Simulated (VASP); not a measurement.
# Zr2SiC (P4/mmm) in VASP: a series of runs

Zr2SiC is run at these levels: PBE; tasks: single point.

Everything below comes from runs of VASP 6.6.1. Logs are shortened: lines on timing, memory, paths and dates and some standing lists are left out, and cuts for length are marked.

### Step 1. The cell of the first run

It takes space group P4/mmm (No. 123, tetragonal). Conventional cell: a = 3.126 Å, b = 3.126 Å, c = 5.822 Å, α = 90.00°, β = 90.00°, γ = 90.00°. Within 3.4 Å of Zr (site symmetry 4mm) lie 4 C at 2.57 Å and 6 Zr at 2.63 to 3.19 Å and 4 Si at 2.73 Å. Si (site symmetry 4/mmm) has 8 Zr at 2.73 Å and 2 C at 2.91 Å and 4 Si at 3.13 Å within 3.6 Å. C (site symmetry 4/mmm) has 8 Zr at 2.57 Å and 2 Si at 2.91 Å and 4 C at 3.13 Å within 3.4 Å.

The cell was generated, and may not be a known phase.

### Step 2. Single point, PBE

INCAR

```
SYSTEM = Zr2SiC
ALGO     = Normal         ! electronic algorithm
EDIFF    = 1E-7           ! SCF threshold, eV
ENCUT    = 520            ! plane-wave cutoff, eV
GGA      = PE             ! functional
ISIF     = 2              ! what is computed and relaxed
ISMEAR   = 0              ! smearing method
LASPH    = .True.         ! aspherical terms in the spheres
LCHARG   = .False.        ! write CHGCAR
LREAL    = .False.        ! projectors in reciprocal space
LWAVE    = .False.        ! write WAVECAR
NBANDS   = 24             ! bands
NELM     = 80             ! most SCF steps
PREC     = Accurate       ! precision mode
SIGMA    = 0.1            ! smearing width, eV
```

KPOINTS

```
k-points
0
Gamma
  6 6 4
  0 0 0
```

POSCAR

```
Zr2SiC
1.0
    3.1261179000      0.0000000000      0.0000000000
    0.0000000000      3.1261179000      0.0000000000
    0.0000000000      0.0000000000      5.8215760000
Zr Si C
2 1 1
Direct
    0.0000000000      0.0000000000      0.2258049500
    0.0000000000      0.0000000000      0.7741950500
    0.5000000000      0.5000000000      0.5000000000
    0.5000000000      0.5000000000      0.0000000000
```

Potentials or basis: VASP PAW PBE potentials, release 64 (Zr_sv, Si, C).

On the command line:

```bash
$ cat potpaw_PBE.64/Zr_sv/POTCAR potpaw_PBE.64/Si/POTCAR potpaw_PBE.64/C/POTCAR > POTCAR
$ mpirun -np 1 vasp_std > vasp.out
```

OUTCAR:

```text
SYSTEM = Zr2SiC
   EDIFF = 1E-7
   ENCUT = 520
   GGA = PE
   ISIF = 2
   ISMEAR = 0
   LASPH = .True.
   LREAL = .False.
   NELM = 80
   PREC = Accurate

 ion  position               nearest neighbor table
   1  0.000  0.000  0.226-   4 2.57   4 2.57   4 2.57   4 2.57   2 2.63   3 2.73   3 2.73   3 2.73
                             3 2.73   2 3.19
   2  0.000  0.000  0.774-   4 2.57   4 2.57   4 2.57   4 2.57   1 2.63   3 2.73   3 2.73   3 2.73
                             3 2.73   1 3.19
   3  0.500  0.500  0.500-   1 2.73   2 2.73   1 2.73   2 2.73   1 2.73   2 2.73   1 2.73   2 2.73

   4  0.500  0.500  0.000-   1 2.57   2 2.57   1 2.57   2 2.57   1 2.57   2 2.57   1 2.57   2 2.57

  LATTYP: Found a simple tetragonal cell.
 ALAT       =     3.1261179000
 C/A-ratio  =     1.8622381453

  Lattice vectors:

 A1 = (   3.1261179000,   0.0000000000,   0.0000000000)
 A2 = (   0.0000000000,   3.1261179000,   0.0000000000)
 A3 = (   0.0000000000,   0.0000000000,   5.8215760000)

Analysis of symmetry for initial positions (statically):
=====================================================================
 Subroutine PRICEL returns:
 Original cell was already a primitive cell.

 Routine SETGRP: Setting up the symmetry group for a
 simple tetragonal supercell.

 Subroutine GETGRP returns: Found 16 space group operations
 (whereof 16 operations were pure point group operations)
 out of a pool of 16 trial point group operations.

The static configuration has the point symmetry D_4h.

Analysis of symmetry for dynamics (positions and initial velocities):
=====================================================================
 Subroutine PRICEL returns:
 Original cell was already a primitive cell.

 Routine SETGRP: Setting up the symmetry group for a
 simple tetragonal supercell.

 Subroutine GETGRP returns: Found 16 space group operations
 (whereof 16 operations were pure point group operations)
 out of a pool of 16 trial point group operations.

The dynamic configuration has the point symmetry D_4h.

 Subroutine INISYM returns: Found 16 space group operations
 (whereof 16 operations are pure point group operations),
 and found     1 'primitive' translations

[... 88 lines left out ...]
 SYSTEM =  Zr2SiC
   PREC   = accura    normal or accurate (medium, high low for compatibility)
   ISTART =      0    job   : 0-new  1-cont  2-samecut
   ICHARG =      2    charge: 1-file 2-atom 10-const
   ISPIN  =      1    spin polarized calculation?
   LNONCOLLINEAR =      F non collinear calculations
   LSORBIT =      F    spin-orbit coupling
   LASPH  =      T    aspherical Exc in radial PAW
   ENCUT  =  520.0 eV  38.22 Ry    6.18 a.u.   5.81  5.81 10.82*2*pi/ulx,y,z
   NELM   =     80;   NELMIN=  2; NELMDL= -5     # of ELM steps
   EDIFF  = 0.1E-06   stopping-criterion for ELM
   LREAL  =      F    real-space projection
   EDIFFG = 0.1E-05   stopping-criterion for IOM
   NSW    =      0    number of steps for IOM
   IBRION =     -1    ionic relax: 0-MD 1-quasi-New 2-CG
   NFREE  =      0    steps in history (QN), initial steepest desc. (CG)
   ISIF   =      2    stress and relaxation
   ISYM   =      2    0-nonsym 1-usesym 2-fastsym
   POTIM  = 0.5000    time-step for ionic-motion
   TEBEG  =    0.0;   TEEND  =   0.0 temperature during run
   PSTRESS=    0.0 pullay stress
   NELECT =      32.0000    total number of electrons
   NUPDOWN=      -1.0000    fix difference up-down
   EMIN   =  10.00;   EMAX   =-10.00  energy-range for DOS
   EFERMI =   0.00;   METHOD = LEGACY
   ISMEAR =     0;   SIGMA  =   0.10  broadening in eV -4-tet -1-fermi 0-gaus
   EFERMI_NEDOS =   21; number of points for ismear=-14 and -15
   IALGO  =     38    algorithm
   IMIX   =      4    mixing-type and parameters
     AMIX     =   0.40;   BMIX     =  1.00
     AMIX_MAG =   1.60;   BMIX_MAG =  1.00
  volume/ion in A,a.u.               =      14.22        95.98
  Fermi-wavevector in a.u.,A,eV,Ry     =   1.351370  2.553720 24.846986  1.826202
  Thomas-Fermi vector in A             =   2.478798
   LORBIT       =      0    0 simple, 1 ext, 2 COOP (PROOUT), +10 PAW based schemes
   GGA     = PE    functional components
   LHFCALC =     F    Hartree Fock is set to
   AEXX    =    0.0000 exact exchange contribution
   IVDW    =     0    specifies the selected vdW correction
   LEPSILON=     F    determine dielectric tensor
   LRPA    =     F    only Hartree local field effects (RPA)
 non-spin polarized calculation
 Gauss-broadening in eV      SIGMA  =   0.10
  energy-cutoff  :      520.00
  volume of cell :       56.89
 maximum number of plane-waves:      1576
 NGX is ok and might be reduce to    24
   NGX = 11   NGY = 11   NGZ = 21

 number of electron      32.0000000 magnetization

 Free energy of the ion-electron system (eV)
  ---------------------------------------------------
  ext. energy  EPLUGINS =         0.00000000
  ---------------------------------------------------
  free energy    TOTEN  =       -31.09140824 eV

  energy without entropy =      -31.06589247  energy(sigma->0) =      -31.07865035

 E-fermi :  11.1426     XC(G=0): -12.1259

 val. band max:       11.1306970618   @ k =   0.5000   0.1667   0.2500
 cond. band min:      11.1549718986   @ k =   0.5000   0.1667   0.0000
 fundamental gap:      0.0242748368
 Fermi energy:        11.1425892522

 k-point     1 :       0.0000    0.0000    0.0000
  band No.  band energies     occupation
      1     -37.5512      2.00000
      2     -37.3197      2.00000
      3     -16.5185      2.00000
      4     -15.3062      2.00000
      5     -15.3062      2.00000
      6     -15.1104      2.00000
[... 637 lines left out ...]
     23      16.1043      0.00000
     24      17.2790      0.00000

 [... further k-points ...]
[... 5 lines left out ...]
  --------------------------------------------------------------------------------------
  -------------------------------------------------------------------------------------
  Total        2.3190220      2.3190220      7.7436299      0.0000000      0.0000000     -0.0000000
  in kB       65.3076689     65.3076689    218.0740024      0.0000000      0.0000000     -0.0000000
  external PRESSURE =     116.2297801 kB  Pullay stress =       0.0000000 kB

 VOLUME and BASIS-vectors are now :
 -----------------------------------------------------------------------------
  energy-cutoff  :      520.00
  volume of cell :       56.89
      direct lattice vectors                 reciprocal lattice vectors
     3.126117900  0.000000000  0.000000000     0.319885568  0.000000000  0.000000000
     0.000000000  3.126117900  0.000000000     0.000000000  0.319885568  0.000000000
     0.000000000  0.000000000  5.821576000     0.000000000  0.000000000  0.171774791

 POSITION                                       TOTAL-FORCE (eV/Angst)
 -----------------------------------------------------------------------------------
      0.00000      0.00000      1.31454        -0.000000     -0.000000     -0.821428
      0.00000      0.00000      4.50704         0.000000      0.000000      0.821428
      1.56306      1.56306      2.91079         0.000000      0.000000      0.000000
      1.56306      1.56306      0.00000         0.000000      0.000000      0.000000
 -----------------------------------------------------------------------------------
    total drift:                                0.000000     -0.000000      0.000000

  FREE ENERGIE OF THE ION-ELECTRON SYSTEM (eV)
  ---------------------------------------------------
  free  energy   TOTEN  =       -31.0914082390 eV

  energy  without entropy=      -31.0658924658  energy(sigma->0) =      -31.07865035
```

OSZICAR:

```text
N       E                     dE             d eps       ncg     rms          rms(c)
DAV:   1     0.245839942419E+03    0.24584E+03   -0.16542E+04  1440   0.132E+03
DAV:   2    -0.152583735589E+02   -0.26110E+03   -0.24887E+03  1704   0.362E+02
DAV:   3    -0.339875277262E+02   -0.18729E+02   -0.18277E+02  2720   0.732E+01
DAV:   4    -0.344416840876E+02   -0.45416E+00   -0.45358E+00  1688   0.120E+01
DAV:   5    -0.344587933691E+02   -0.17109E-01   -0.17106E-01  2320   0.169E+00    0.247E+01
DAV:   6    -0.316426253431E+02    0.28162E+01   -0.15518E+01  1760   0.211E+01    0.111E+01
DAV:   7    -0.311543493137E+02    0.48828E+00   -0.20504E+00  1976   0.812E+00    0.726E+00
DAV:   8    -0.310914946643E+02    0.62855E-01   -0.40519E-01  1664   0.434E+00    0.154E+00
DAV:   9    -0.310913727397E+02    0.12192E-03   -0.46309E-02  1960   0.129E+00    0.461E-01
DAV:  10    -0.310913722142E+02    0.52556E-06   -0.52873E-03  1800   0.648E-01    0.199E-01
DAV:  11    -0.310914154624E+02   -0.43248E-04   -0.95549E-04  1832   0.265E-01    0.310E-02
DAV:  12    -0.310914084258E+02    0.70366E-05   -0.47517E-05  1912   0.556E-02    0.188E-02
DAV:  13    -0.310914083699E+02    0.55861E-07   -0.42835E-06  1824   0.145E-02    0.429E-03
DAV:  14    -0.310914082654E+02    0.10453E-06   -0.26242E-07  1680   0.395E-03    0.142E-03
DAV:  15    -0.310914082390E+02    0.26418E-07   -0.31585E-08  1208   0.139E-03
   1 F= -.31091408E+02 E0= -.31078650E+02  d E =-.255158E-01
```

stdout:

```text
POSCAR found type information on POSCAR ZrSiC
 POSCAR found :  3 types and       4 ions
 scaLAPACK will be used
 LDA part: xc-table for (Slater+PW92), standard interpolation
 POSCAR, INCAR and KPOINTS ok, starting setup
 FFT: planning ... GRIDC
 FFT: planning ... GRID_SOFT
 FFT: planning ... GRID
 WAVECAR not read
 entering main loop
```

Wall time 18 s (1 thread of Intel Xeon Platinum 8559C (Emerald Rapids), shared host); peak memory 0.19 GiB.

Results:

- Free energy: -31.0914 eV
- Pressure: 11.6 GPa
- Largest force: 0.821 eV/Å
- Band gap on the k mesh: zero (bands 16 and 17 overlap by 0.31 eV)

Forces on the atoms (eV/Å):
```
Zr   0.000  0.000 -0.821
Zr   0.000  0.000  0.821
Si   0.000  0.000  0.000
C    0.000  0.000  0.000
```

Stress tensor (GPa, compression positive):
```
 6.53  0.00  0.00
 0.00  6.53  0.00
 0.00  0.00 21.81
```

Caveat: the stress differs along the axes, from 7 to 22 GPa.

### Step 3. Single point, PBE

This run uses another cell than the first one, of 15.09 Å³/atom.

INCAR

```
SYSTEM = Zr2SiC
ALGO     = Normal         ! electronic algorithm
EDIFF    = 1E-6           ! SCF threshold, eV
ENCUT    = 520            ! plane-wave cutoff, eV
GGA      = PE             ! functional
ISIF     = 2              ! what is computed and relaxed
ISMEAR   = 0              ! smearing method
LASPH    = .TRUE.         ! aspherical terms in the spheres
LCHARG   = .FALSE.        ! write CHGCAR
LREAL    = .FALSE.        ! projectors in reciprocal space
LWAVE    = .FALSE.        ! write WAVECAR
NBANDS   = 24             ! bands
NELM     = 100            ! most SCF steps
PREC     = Accurate       ! precision mode
SIGMA    = 0.1            ! smearing width, eV
```

KPOINTS

```
k-points
0
G
  6 6 4
  0 0 0
```

POSCAR

```
Zr2SiC
1.0
    2.9473240251      0.0000000000      0.0000000000
    0.0000000000      2.9473240251      0.0000000000
    0.0000000000      0.0000000000      6.9499228555
Zr Si C
2 1 1
Direct
    0.0000000000      0.0000000000      0.1984724334
    0.0000000000      0.0000000000      0.8015275666
    0.5000000000      0.5000000000      0.5000000000
    0.5000000000      0.5000000000      0.0000000000
```

Potentials or basis: VASP PAW PBE potentials, release 64 (Zr_sv, Si, C).

On the command line:

```bash
$ cat potpaw_PBE.64/Zr_sv/POTCAR potpaw_PBE.64/Si/POTCAR potpaw_PBE.64/C/POTCAR > POTCAR
$ mpirun -np 1 vasp_std > vasp.out
```

Wall time 20 s (1 thread of Intel Xeon Platinum 8559C (Emerald Rapids), shared host); peak memory 0.19 GiB.

Results (log left out):

```
Free energy            : -32.1759 eV
Pressure               : 0.1 GPa
Largest force          : 0.016 eV/Å
Band gap on the k mesh : zero (bands 16 and 17 overlap by 0.88 eV)
```

Forces in eV/Å, atoms in the order of the input:
```
Zr   0.000  0.000  0.016
Zr   0.000  0.000 -0.016
Si   0.000  0.000  0.000
C    0.000  0.000  0.000
```

Stress tensor (GPa, compression positive):
```
0.06 0.00 0.00
0.00 0.06 0.00
0.00 0.00 0.23
```

Levels at points of the mesh, in eV from the Fermi level:
```csv
k point,band 13,band 14,band 15,band 16,band 17,band 18,band 19,band 20
"(0.00, 0.00, 0.00)",-1.66,-1.06,-0.95,-0.53,-0.53,3.40,3.40,4.24
"(0.50, 0.00, 0.00)",-2.56,-1.37,-1.05,-0.58,-0.23,2.44,2.71,2.91
"(0.50, 0.50, 0.00)",-4.37,-2.21,-2.21,-0.74,0.66,0.66,2.10,3.07
"(0.00, 0.00, 0.50)",-1.76,-1.21,-0.78,-0.43,-0.43,2.59,2.59,3.79
"(0.50, 0.00, 0.50)",-2.74,-1.40,-0.54,-0.45,-0.18,2.18,2.48,2.96
"(0.50, 0.50, 0.50)",-3.29,-3.29,-2.02,-1.04,0.86,0.93,2.23,2.23
```

The gap in the log of VASP goes by the Fermi energy; the results here count the filled bands.